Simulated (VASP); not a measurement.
A run of VASP 6.6.1 is set up as follows.

File POSCAR:

```
HfN
1.0
    0.0000000000      2.6512077600      2.6512077600
    2.6512077600      0.0000000000      2.6512077600
    2.6512077600      2.6512077600      0.0000000000
Hf N
1 1
Direct
    0.0000000000      0.0000000000      0.0000000000
    0.7500000000      0.7500000000      0.7500000000
```

Contents of INCAR.step1:

```
SYSTEM = HfN
  PREC = Accurate
  ENCUT = 520
  ISMEAR = 0
  SIGMA = 0.15
  LREAL = .False.
  LASPH = .True.
  NELM = 100
  NBANDS = 14
  GGA = PE
  ALGO = Normal
  EDIFF = 1E-4
  LWAVE = .True.
  LCHARG = .False.
```

Contents of INCAR.step2:

```
SYSTEM = HfN
  PREC = Accurate
  ENCUT = 520
  EDIFF = 1E-6
  ISMEAR = 0
  SIGMA = 0.15
  LREAL = .False.
  LASPH = .True.
  NELM = 100
  ALGO = Normal
  ISIF = 2
  LWAVE = .False.
  LCHARG = .True.
  METAGGA = R2SCAN
  LMIXTAU = .True.
  LELF = .True.
  LVHAR = .True.
  NBANDS = 14
  ISTART = 1
```

File KPOINTS:

```
Automatic mesh
0
Gamma
  16 16 16
  0 0 0
```

Potentials or basis: VASP PAW PBE potentials, release 64 (Hf_pv, N).

Launch:

```bash
$ cat potpaw_PBE.64/Hf_pv/POTCAR potpaw_PBE.64/N/POTCAR > POTCAR
$ cp INCAR.step1 INCAR
$ mpirun -np 1 vasp_std > vasp.out
$ cp INCAR.step2 INCAR
$ mpirun -np 1 vasp_std > vasp.out
```

(1) Predict the pressure.

(2) Estimate the band gap on the k mesh.

Answers

(1) -31.2 GPa.

(2) zero (an odd number of electrons rules out a gap without spin polarisation).

Caveat: the cell differs from its parent crystal (strain +0.080 along x and y, +0.080 along z); the cell stands under tension; the PAW data sets were made with another functional, which shifts forces and pressure a little; spin-orbit coupling is left out, which moves the levels of the heavy elements.
